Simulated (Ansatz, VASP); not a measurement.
Two plane-wave programs on Re

INCAR

```
SYSTEM = Re
PREC = Accurate ; ENCUT = 520
EDIFF = 1E-6 ; ISMEAR = -1
SIGMA = 0.1 ; LREAL = .FALSE.
LASPH = .TRUE. ; NELM = 80
ALGO = Normal ; ISIF = 2
LWAVE = .FALSE. ; LCHARG = .FALSE.
GGA = PE ; NBANDS = 22
```

File KPOINTS:

```
Automatic mesh
0
G
  17 17 5
  0 0 0
```

The input POSCAR:

```
Re
1.0
    2.8493134216      0.0000000000      0.0000000000
   -1.4246567108      2.4675778065      0.0000000000
    0.0000000000      0.0000000000      9.1848881555
Re
4
Direct
    0.0000000000      0.0000000000      1.0000000000
    0.0000000000      1.0000000000      0.5000000000
    0.3333333333      0.6666666667      0.2500000000
    0.6666666667      0.3333333333      0.7500000000
```

Input for Ansatz:

```yaml
crystal:
  lattice:
    - [2.8493134216, 0.0, 0.0]
    - [-1.4246567108, 2.4675778065, 0.0]
    - [0.0, 0.0, 9.1848881555]
  atoms:
    - { symbol: Re, position: [0.0, 0.0, 1.0] }
    - { symbol: Re, position: [0.0, 1.0, 0.5] }
    - { symbol: Re, position: [0.3333333333, 0.6666666667, 0.25] }
    - { symbol: Re, position: [0.6666666667, 0.3333333333, 0.75] }
hamiltonian:
  xc: pbe
  pseudopotentials:
    kind: paw
    azcp:
      Re: "pseudopotentials/Re.paw.azcp"
basis:
  ecutwfc: 420
  fft_grid_basis: typed
kpoints:
  mp_grid: { grid: [17, 17, 5], shift: [0, 0, 0] }
magnetization:
  spin_polarized: false
scf:
  occupations: { method: fermi_dirac, width: 0.1 }
output:
  stress: true
```

Alike in both runs: task single point; functional PBE; k mesh 17 × 17 × 5; occupations fermi-dirac, width 0.1 eV; no spin polarisation.

|  | VASP | Ansatz |
| --- | --- | --- |
| version | VASP 6.6.1 | Ansatz 0.2.0 |
| potentials or method | VASP PAW PBE potentials, release 64 (Re), cutoff 520 eV | plane waves (420 eV) with PAW, scalar-relativistic |
| valence electrons in the cell | 28 | 60 |

Ansatz gave:

| Quantity | Value |
| --- | --- |
| pressure (GPa) | -23.5 |
| traceless stress, the component that is largest in VASP (GPa) | -0.20 |

Q: Which values does VASP return?

A: Pressure (GPa): -24.3; traceless stress, the component that is largest in VASP (GPa): -0.27.

VASP's potentials hold 28 valence electrons a cell and Ansatz's 60, so a difference there can come from the potentials and not from the codes.

Neither program's run includes spin-orbit coupling.
